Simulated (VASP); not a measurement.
Wanted: the native input for a VASP 6.6.1 run.

```yaml
Task: single point
Functional: b88 exchange, pbe correlation
Potentials_or_basis: VASP PAW PBE potentials, release 64 (Os_sv_GW)
Cutoff: 560 eV
k_mesh: 8 × 8 × 8
Occupations: fermi-dirac, width 0.1 eV
Spin: no spin polarisation
Dipole_correction: no
Further_INCAR_settings: ALGO = Normal; EDIFF = 1e-06; NBANDS = 23
```

The structure of Os lies in POSCAR:

```
Os
1.0
    0.0000000000      2.7766788399      2.7766788399
    2.7766788399      0.0000000000      2.7766788399
    2.7766788399      2.7766788399      0.0000000000
Os
2
Direct
    1.0000000000      1.0000000000      1.0000000000
    0.2500000000      0.2500000000      0.2500000000
```

This isn't the form of Os at room conditions, which is hcp.

One way to write it, as run:

INCAR

```
ALGO = Normal ; EDIFF = 1E-6
ENCUT = 560 ; GGA = LIBXC
GGA_COMPAT = False ; ISIF = 2
ISMEAR = -1 ; LASPH = True
LCHARG = False ; LIBXC1 = GGA_X_B88
LIBXC2 = GGA_C_PBE ; LREAL = False
LWAVE = False ; NBANDS = 23
NELM = 120 ; PREC = Accurate
SIGMA = 0.1
```

KPOINTS

```
k-points
0
Gamma
  8 8 8
```

Potentials or basis: VASP PAW PBE potentials, release 64 (Os_sv_GW).

Run with:

```sh
$ cat potpaw_PBE.64/Os_sv_GW/POTCAR > POTCAR
$ mpirun -np 1 vasp_std > vasp.out
```

Results of the run:

```json
{
  "Pressure": "-0.8 GPa",
  "Band gap on the k mesh": "zero (bands 16 and 17 overlap by 0.97 eV)"
}
```

Caveat: the PAW data sets were made with another functional, which shifts forces and pressure a little; spin-orbit coupling is left out, which moves the levels of the heavy elements.

Wall time 23 s on 1 thread of AMD EPYC 7R13 Processor (Zen 3) (shared host), peak memory 0.15 GiB.
